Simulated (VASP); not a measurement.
# Ta4C3 (P4mm) in VASP: further runs, part 2 of 2

VASP 6.6.1. The steps go on from the part before.

## Step 4: Single point, PBEsol (atoms displaced along a vibrational mode)

File INCAR:

```
SYSTEM = Ta4C3
ALGO     = Normal         ! electronic algorithm
EDIFF    = 1E-6           ! SCF threshold, eV
ENCUT    = 520            ! plane-wave cutoff, eV
GGA      = PS             ! functional
ISIF     = 2              ! what is computed and relaxed
ISMEAR   = 0              ! smearing method
LASPH    = .TRUE.         ! aspherical terms in the spheres
LCHARG   = .FALSE.        ! write CHGCAR
LREAL    = .FALSE.        ! projectors in reciprocal space
LWAVE    = .FALSE.        ! write WAVECAR
NBANDS   = 37             ! bands
NELM     = 60             ! most SCF steps
PREC     = Accurate       ! precision mode
SIGMA    = 0.15           ! smearing width, eV
```

File KPOINTS:

```
k-points
0
G
  10 10 10
  0 0 0
```

File POSCAR:

```
Ta4C3
1.0
    4.4026022057      0.0000000000      0.0000000000
    0.0000000000      4.4026022057      0.0000000000
    0.0000000000      0.0000000000      4.4026022057
Ta C
4 3
Direct
    0.0002376022      0.5000000000      0.5000000000
    0.5000973477      0.0000000000      0.5000000000
    0.5000973477      0.5000000000      0.0000000000
    0.0009813796      0.0000000000      0.0000000000
    0.4659292407      0.0000000000      0.0000000000
    0.0063867284      0.5000000000      0.0000000000
    0.0063867284      0.0000000000      0.5000000000
```

Potentials or basis: VASP PAW PBE potentials, release 64 (Ta_pv, C).

Command:

```bash
cat potpaw_PBE.64/Ta_pv/POTCAR potpaw_PBE.64/C/POTCAR > POTCAR
mpirun -np 1 vasp_std > vasp.out
```

OUTCAR:

```text
SYSTEM = Ta4C3
   EDIFF = 1E-6
   ENCUT = 520
   GGA = PS
   ISIF = 2
   ISMEAR = 0
   LASPH = .TRUE.
   LREAL = .FALSE.
   NELM = 60
   PREC = Accurate

 ion  position               nearest neighbor table
   1  0.000  0.500  0.500-   6 2.20   7 2.20   6 2.20   7 2.20   3 3.11   2 3.11   2 3.11   3 3.11
                             4 3.11   4 3.11   4 3.11   4 3.11   2 3.11   3 3.11   3 3.11   2 3.11
   2  0.500  0.000  0.500-   7 2.17   5 2.21   5 2.21   7 2.23   4 3.11   4 3.11   1 3.11   1 3.11
                             3 3.11   3 3.11   3 3.11   3 3.11   1 3.11   1 3.11   4 3.12   4 3.12
   3  0.500  0.500  0.000-   6 2.17   5 2.21   5 2.21   6 2.23   4 3.11   4 3.11   1 3.11   1 3.11
[... 1177 lines left out ...]
  in kB       37.5076634      7.6422232      7.6422232      0.0000000     -0.0000000      0.0000000
  external PRESSURE =      17.5973699 kB  Pullay stress =       0.0000000 kB

 VOLUME and BASIS-vectors are now :
 -----------------------------------------------------------------------------
  energy-cutoff  :      520.00
  volume of cell :       85.34
      direct lattice vectors                 reciprocal lattice vectors
     4.402602206  0.000000000  0.000000000     0.227138395  0.000000000  0.000000000
     0.000000000  4.402602206  0.000000000     0.000000000  0.227138395  0.000000000
     0.000000000  0.000000000  4.402602206     0.000000000  0.000000000  0.227138395

 POSITION                                       TOTAL-FORCE (eV/Angst)
 -----------------------------------------------------------------------------------
      0.00105      2.20130      2.20130        -0.279013     -0.000000      0.000000
      2.20173      0.00000      2.20130        -0.102654     -0.000000      0.000000
      2.20173      2.20130      0.00000        -0.102654     -0.000000      0.000000
      0.00432      0.00000      0.00000        -1.291692      0.000000     -0.000000
      2.05130      0.00000      0.00000         2.784676     -0.000000      0.000000
      0.02812      2.20130      0.00000        -0.504331     -0.000000      0.000000
      0.02812      0.00000      2.20130        -0.504331     -0.000000     -0.000000
 -----------------------------------------------------------------------------------
    total drift:                               -0.000249      0.000000      0.000000

  FREE ENERGIE OF THE ION-ELECTRON SYSTEM (eV)
  ---------------------------------------------------
  free  energy   TOTEN  =       -82.5573848451 eV

  energy  without entropy=      -82.5151374130  energy(sigma->0) =      -82.53626113
```

OSZICAR:

```text
N       E                     dE             d eps       ncg     rms          rms(c)
DAV:   1     0.510547641696E+03    0.51055E+03   -0.30309E+04  9324   0.157E+03
DAV:   2    -0.625005478836E+02   -0.57305E+03   -0.55867E+03 10331   0.458E+02
DAV:   3    -0.926689367113E+02   -0.30168E+02   -0.29567E+02 11669   0.956E+01
DAV:   4    -0.933312660462E+02   -0.66233E+00   -0.65837E+00 11601   0.136E+01
DAV:   5    -0.933425971355E+02   -0.11331E-01   -0.11320E-01 11493   0.168E+00    0.460E+01
DAV:   6    -0.830086123727E+02    0.10334E+02   -0.54091E+01 11410   0.318E+01    0.192E+01
DAV:   7    -0.826664954471E+02    0.34212E+00   -0.29723E+00 11280   0.956E+00    0.982E+00
DAV:   8    -0.825677548409E+02    0.98741E-01   -0.43133E-01 11298   0.420E+00    0.173E+00
DAV:   9    -0.825583772949E+02    0.93775E-02   -0.29861E-02 11576   0.129E+00    0.343E-01
DAV:  10    -0.825576411783E+02    0.73612E-03   -0.89319E-03 11967   0.411E-01    0.127E-01
DAV:  11    -0.825573835507E+02    0.25763E-03   -0.17811E-03 11856   0.233E-01    0.427E-02
DAV:  12    -0.825573887113E+02   -0.51606E-05   -0.86892E-05 11572   0.671E-02    0.248E-02
DAV:  13    -0.825573868414E+02    0.18698E-05   -0.44812E-05 11773   0.338E-02    0.155E-02
DAV:  14    -0.825573848888E+02    0.19526E-05   -0.77504E-06 10413   0.144E-02    0.940E-04
DAV:  15    -0.825573848451E+02    0.43790E-07   -0.31463E-07  6042   0.320E-03
   1 F= -.82557385E+02 E0= -.82536261E+02  d E =-.422474E-01
```

stdout:

```text
POSCAR found type information on POSCAR TaC
 POSCAR found :  2 types and       7 ions
 scaLAPACK will be used
 -----------------------------------------------------------------------------
|                                                                             |
|                                                                             |
|     You enforced a specific xc type in the INCAR file but a different       |
|     I HOPE YOU KNOW WHAT YOU ARE DOING!                                     |
|                                                                             |
 -----------------------------------------------------------------------------

 LDA part: xc-table for (Slater+PW92), standard interpolation
 POSCAR, INCAR and KPOINTS ok, starting setup
 FFT: planning ... GRIDC
 FFT: planning ... GRID_SOFT
 FFT: planning ... GRID
 WAVECAR not read
 entering main loop
```

Wall time 2.6 min (1 thread of Intel Xeon 6975P-C (Granite Rapids), shared host); peak memory 0.42 GiB.

Results:

```yaml
Free_energy: -82.5574 eV
Pressure: 1.8 GPa
Largest_force: 2.785 eV/Å
Band_gap_on_the_k_mesh: zero (bands 28 and 29 overlap by 0.95 eV)
```

Forces on the atoms (eV/Å):
```
Ta  -0.279  0.000  0.000
Ta  -0.103  0.000  0.000
Ta  -0.103  0.000  0.000
Ta  -1.292  0.000  0.000
C    2.785  0.000  0.000
C   -0.504  0.000  0.000
C   -0.504  0.000  0.000
```

Caveat: the cell differs from its parent crystal (atoms displaced along a vibrational mode); the PAW data sets were made with another functional, which shifts forces and pressure a little; spin-orbit coupling is left out, which moves the levels of the heavy elements.

## Step 5: Summary

| cell | gap on the mesh (eV) | pressure (GPa) | largest force (eV/Å) |
| --- | --- | --- | --- |
| as given, atomic positions A | none | 5.1 | 6.30 |
| as given, atomic positions B | none | 3.1 | 4.41 |
| as given, atomic positions C | none | 1.8 | 2.78 |

Alike in all rows: task single point; level PBEsol; potentials or basis VASP PAW PBE potentials, release 64 (Ta_pv, C); no spin polarisation; k mesh 10 × 10 × 10; cutoff (eV) 520; smearing gaussian 0.15 eV.

Caveats: the PAW data sets were made with another functional, which shifts forces and pressure a little; spin-orbit coupling is left out, which moves the levels of the heavy elements; the cell stands under pressure (at least some runs).

Total energies depend on the potentials used, so only differences within one code and one set of settings carry meaning.
